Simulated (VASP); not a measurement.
A run of VASP 6.6.1:

The input INCAR:

```
SYSTEM = Al3GaN4
  ALGO = Normal
  EDIFF = 1E-7
  ENCUT = 520
  GGA = PS
  ISIF = 2
  ISMEAR = 0
  LASPH = .TRUE.
  LCHARG = .FALSE.
  LREAL = .FALSE.
  LWAVE = .FALSE.
  NBANDS = 31
  NELM = 60
  PREC = Accurate
  SIGMA = 0.05
```

Contents of KPOINTS:

```
k-points
0
G
  6 6 6
  0 0 0
```

Contents of POSCAR:

```
Al3GaN4
1.0
    4.4014385300      0.0000000000      0.0000000000
    0.0000000000      4.4014385300      0.0000000000
    0.0000000000      0.0000000000      4.4014385300
Al Ga N
3 1 4
Direct
    0.5129083712      0.5129083712      0.0135255038
    0.5000000000      0.0000000000      0.5000000000
    0.0000000000      0.5000000000      0.5000000000
    0.0000000000      0.0000000000      0.0000000000
    0.7441634300      0.7441634300      0.2558365700
    0.7441634300      0.2558365700      0.7441634300
    0.2558365700      0.7441634300      0.7441634300
    0.2558365700      0.2558365700      0.2558365700
```

Potentials or basis: VASP PAW PBE potentials, release 64 (Al, Ga_d, N).

Command:

```bash
$ cat potpaw_PBE.64/Al/POTCAR potpaw_PBE.64/Ga_d/POTCAR potpaw_PBE.64/N/POTCAR > POTCAR
$ mpirun -np 1 vasp_std > vasp.out
```

Hardware: 1 thread of Intel(R) Xeon(R) Platinum 8488C (Sapphire Rapids), on a shared host.

Problem. How long does it take, and how much memory?

Solution. Wall time 120 s on 1 thread of Intel(R) Xeon(R) Platinum 8488C (Sapphire Rapids) (shared host), peak memory 0.3 GiB. Counts: scf iterations 15, k points 68.
